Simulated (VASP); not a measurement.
## Rb: single point with PBEsol

The system is Rb, a slab with vacuum.

```
Rb
1.0
     5.08878    0.00000    0.00000
    -2.54439    4.40701    0.00000
     0.00000    0.00000   41.54652
Rb
8
Direct
  0.00000 0.00000 0.14442
  0.33333 0.66667 0.44920
  0.00000 0.00000 0.34761
  0.66667 0.33333 0.24601
  0.00000 0.00000 0.55080
  0.33333 0.66667 0.85558
  0.00000 0.00000 0.75399
  0.66667 0.33333 0.65239
```

```json
{
  "Program": "VASP 6.6.1",
  "Task": "single point",
  "Functional": "PBEsol",
  "Potentials or basis": "VASP PAW PBE potentials, release 64 (Rb_sv)",
  "Cutoff": "520 eV",
  "k mesh": "4 × 4 × 1",
  "Occupations": "fermi-dirac, width 0.1 eV",
  "Spin": "no spin polarisation"
}
```

| Quantity | Value |
| --- | --- |
| Largest force | 0.034 eV/Å |
| Band gap on the k mesh | zero (bands 36 and 37 overlap by 1.43 eV) |

Forces in eV/Å, atoms in the order of the input:
```
Rb   0.000  0.000  0.034
Rb   0.000  0.000 -0.002
Rb   0.000  0.000 -0.007
Rb   0.000  0.000  0.008
Rb   0.000  0.000  0.002
Rb   0.000  0.000 -0.033
Rb   0.000  0.000 -0.009
Rb   0.000  0.000  0.007
```

Levels at points of the mesh, in eV from the Fermi level:
```tsv
k point	band 33	band 34	band 35	band 36	band 37	band 38	band 39	band 40
(0.00, 0.00, 0.00)	-1.90	-1.81	-1.66	-1.44	-1.16	-0.83	-0.48	-0.13
(0.50, 0.00, 0.00)	0.10	0.15	0.21	0.27	0.38	0.42	0.43	0.49
```

Wall time 6.5 min on 1 thread of Intel(R) Xeon(R) Platinum 8488C (Sapphire Rapids) (shared host), peak memory 0.92 GiB.

Caveat: the PAW data sets were made with another functional, which shifts forces and pressure a little.
